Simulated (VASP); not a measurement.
N:

```
CELL_PARAMETERS angstrom
3.96097 0.00000 0.00000
0.00000 3.96097 0.00000
0.00000 0.00000 5.13318
ATOMIC_POSITIONS crystal
N 0.90241 0.90241 0.00000
N 0.59759 0.40241 0.50000
N 0.09759 0.09759 0.00000
N 0.40241 0.59759 0.50000
```

Base run:

| Item | Value |
| --- | --- |
| Program | VASP 6.6.1 |
| Functional | r2SCAN |
| Potentials or basis | VASP PAW PBE potentials, release 64 (N) |
| Cutoff | 520 eV |
| k mesh | 6 × 6 × 6 |
| Occupations | gaussian, width 0.01 eV |
| Spin | no spin polarisation |

Its results: band gap on the k mesh 7.46 eV, indirect (least direct gap 7.70 eV); pressure 3.3 GPa; largest force 2.240 eV/Å.

**Question.** The run is repeated on the same cell with these changes: functional from r2SCAN to PBE. What comes out?

**Answer.** Band gap on the k mesh 6.80 eV, indirect (least direct gap 7.04 eV); pressure 5.3 GPa; largest force 3.106 eV/Å.

r2SCAN gives the wider gap, since meta-GGAs in the generalised Kohn-Sham scheme recover part of the derivative discontinuity.

Caveats: the standard files for N, O and F lose accuracy on very short bonds; the PAW data sets were made with another functional, which shifts forces and pressure a little (some runs); forces of over 1 eV/Å act on the atoms, so gaps and moduli don't describe the material at rest (some runs).

A k mesh can miss the band edges.
